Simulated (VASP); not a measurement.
# CuSn3 (I4/mmm) in VASP: further runs, part 2 of 2

VASP 6.6.1. Earlier steps stand in the parts before.

## (6) Single point, PBEsol

This run uses another cell than the first one, of 24.68 Å³/atom.

Input file INCAR:

```
PREC = Accurate ; ENCUT = 520
EDIFF = 1E-6 ; ISMEAR = -1
SIGMA = 0.05 ; LREAL = False
LASPH = True ; NELM = 80
ALGO = Fast ; ISIF = 2
LWAVE = False ; LCHARG = False
GGA = PS ; NBANDS = 34
```

Input file KPOINTS:

```
regular mesh
0
Gamma
  7 7 7
```

Input file POSCAR:

```
CuSn3
1.0
   -2.2399030000      2.2399030000      4.9194110400
    2.2399030000     -2.2399030000      4.9194110400
    2.2399030000      2.2399030000     -4.9194110400
Sn Cu
3 1
Direct
    0.5000000000      0.5000000000      0.0000000000
    0.2500000000      0.7500000000      0.5000000000
    0.7500000000      0.2500000000      0.5000000000
    0.0000000000      0.0000000000      0.0000000000
```

Potentials or basis: VASP PAW PBE potentials, release 64 (Sn_d, Cu).

Started as:

```bash
cat potpaw_PBE.64/Sn_d/POTCAR potpaw_PBE.64/Cu/POTCAR > POTCAR
mpirun -np 1 vasp_std > vasp.out
```

OUTCAR:

```text
PREC = Accurate
   ENCUT = 520
   EDIFF = 1E-6
   ISMEAR = -1
   LREAL = False
   LASPH = True
   NELM = 80
   ISIF = 2
   GGA = PS

 ion  position               nearest neighbor table
   1  0.500  0.500  0.000-   4 3.17   4 3.17   4 3.17   4 3.17   3 3.33   2 3.33   3 3.33   3 3.33
                             2 3.33   2 3.33   3 3.33   2 3.33
   2  0.250  0.750  0.500-   3 3.17   3 3.17   3 3.17   3 3.17   1 3.33   1 3.33   1 3.33   1 3.33

   3  0.750  0.250  0.500-   2 3.17   2 3.17   2 3.17   2 3.17   1 3.33   1 3.33   1 3.33   1 3.33
[... 1093 lines left out ...]
  --------------------------------------------------------------------------------------
  -------------------------------------------------------------------------------------
  Total       -2.7640183     -2.7640183     -2.4406062      0.0000000      0.0000000      0.0000000
  in kB      -44.8559413    -44.8559413    -39.6074389      0.0000000      0.0000000      0.0000000
  external PRESSURE =     -43.1064405 kB  Pullay stress =       0.0000000 kB

 VOLUME and BASIS-vectors are now :
 -----------------------------------------------------------------------------
  energy-cutoff  :      520.00
  volume of cell :       98.73
      direct lattice vectors                 reciprocal lattice vectors
    -2.239903000  2.239903000  4.919411040     0.000000000  0.223223952  0.101638183
     2.239903000 -2.239903000  4.919411040     0.223223952  0.000000000  0.101638183
     2.239903000  2.239903000 -4.919411040     0.223223952  0.223223952  0.000000000

 POSITION                                       TOTAL-FORCE (eV/Angst)
 -----------------------------------------------------------------------------------
      0.00000      0.00000      4.91941        -0.000000      0.000000      0.000000
      2.23990      0.00000      2.45971         0.000000     -0.000000     -0.000000
      0.00000      2.23990      2.45971        -0.000000     -0.000000      0.000000
      0.00000      0.00000      0.00000        -0.000000      0.000000      0.000000
 -----------------------------------------------------------------------------------
    total drift:                                0.000000     -0.000000      0.000000

  FREE ENERGIE OF THE ION-ELECTRON SYSTEM (eV)
  ---------------------------------------------------
  free  energy   TOTEN  =       -16.0642400650 eV

  energy  without entropy=      -16.0418280688  energy(sigma->0) =      -16.05303407
```

OSZICAR:

```text
N       E                     dE             d eps       ncg     rms          rms(c)
DAV:   1     0.504536403898E+03    0.50454E+03   -0.25827E+04  2730   0.245E+03
DAV:   2     0.527602251655E+02   -0.45178E+03   -0.44330E+03  2720   0.566E+02
DAV:   3    -0.140251777315E+02   -0.66785E+02   -0.65630E+02  3180   0.202E+02
DAV:   4    -0.170018590466E+02   -0.29767E+01   -0.29418E+01  3238   0.466E+01
DAV:   5    -0.171380293215E+02   -0.13617E+00   -0.13611E+00  4112   0.106E+01    0.110E+01
RMM:   6    -0.197583385930E+02   -0.26203E+01   -0.33518E+01  3222   0.434E+01    0.111E+01
RMM:   7    -0.163487133528E+02    0.34096E+01   -0.10662E+01  2913   0.275E+01    0.336E+00
RMM:   8    -0.160615050099E+02    0.28721E+00   -0.11746E+00  3061   0.892E+00    0.781E-01
RMM:   9    -0.160667110013E+02   -0.52060E-02   -0.20009E-01  3475   0.174E+00    0.349E-01
RMM:  10    -0.160650943264E+02    0.16167E-02   -0.13187E-02  4106   0.924E-01    0.204E-01
RMM:  11    -0.160641596936E+02    0.93463E-03   -0.37473E-03  4329   0.465E-01    0.507E-02
RMM:  12    -0.160642443192E+02   -0.84626E-04   -0.14505E-03  4445   0.234E-01    0.569E-02
RMM:  13    -0.160642317690E+02    0.12550E-04   -0.49615E-04  3824   0.197E-01    0.296E-02
RMM:  14    -0.160642347886E+02   -0.30196E-05   -0.20160E-04  3549   0.864E-02    0.108E-02
RMM:  15    -0.160642396522E+02   -0.48637E-05   -0.52501E-05  3471   0.373E-02    0.115E-02
RMM:  16    -0.160642414919E+02   -0.18397E-05   -0.13288E-05  3246   0.216E-02    0.178E-02
RMM:  17    -0.160642398806E+02    0.16113E-05   -0.36939E-06  2493   0.195E-02    0.394E-03
RMM:  18    -0.160642400650E+02   -0.18436E-06   -0.18309E-06  1929   0.113E-02
   1 F= -.16064240E+02 E0= -.16053034E+02  d E =-.224120E-01
```

stdout:

```text
POSCAR found type information on POSCAR SnCu
 POSCAR found :  2 types and       4 ions
 scaLAPACK will be used
 -----------------------------------------------------------------------------
|                                                                             |
|                                                                             |
|     You enforced a specific xc type in the INCAR file but a different       |
|     I HOPE YOU KNOW WHAT YOU ARE DOING!                                     |
|                                                                             |
 -----------------------------------------------------------------------------

 LDA part: xc-table for (Slater+PW92), standard interpolation
 POSCAR, INCAR and KPOINTS ok, starting setup
 FFT: planning ... GRIDC
 FFT: planning ... GRID_SOFT
 FFT: planning ... GRID
 WAVECAR not read
 entering main loop
```

Run time: 5.7 min. Hardware: 1 thread of Intel Xeon 8259CL, shared host; peak memory 0.38 GiB.

Results:

```yaml
Free_energy: -16.0642 eV
Pressure: -4.3 GPa
Band_gap_on_the_k_mesh: zero (an odd number of electrons rules out a gap without spin polarisation)
```

Caveat: the cell stands under tension; the PAW data sets were made with another functional, which shifts forces and pressure a little; spin-orbit coupling is left out, which moves the levels of the heavy elements.

## (7) Summary

```tsv
cell	further INCAR settings	gap on the mesh (eV)	pressure (GPa)
a = 5.648 Å, angles 133.3, 133.3, 68.2°, 4 atoms	ALGO = Fast; EDIFF = 1e-07; NBANDS = 34	none	-1.9
a = 5.729 Å, angles 134.0, 134.0, 67.1°, 4 atoms	ALGO = Fast; EDIFF = 1e-07; NBANDS = 34	none	-2.9
a = 5.769 Å, angles 134.3, 134.3, 66.6°, 4 atoms	ALGO = Fast; EDIFF = 1e-06; NBANDS = 34	none	-3.5
a = 5.810 Å, angles 134.6, 134.6, 66.1°, 4 atoms	ALGO = Fast; EDIFF = 1e-06; NBANDS = 34	none	-3.9
a = 5.851 Å, angles 135.0, 135.0, 65.6°, 4 atoms	ALGO = Fast; EDIFF = 1e-06; NBANDS = 34	none	-4.3
```

Alike in all rows: task single point; level PBEsol; potentials or basis VASP PAW PBE potentials, release 64 (Sn_d, Cu); no spin polarisation; k mesh 7 × 7 × 7; cutoff (eV) 520; smearing fermi-dirac 0.05 eV.

Caveats: the PAW data sets were made with another functional, which shifts forces and pressure a little; spin-orbit coupling is left out, which moves the levels of the heavy elements; the cell stands under tension (at least some runs).

Absolute energies hang on the potentials; compare differences alone.
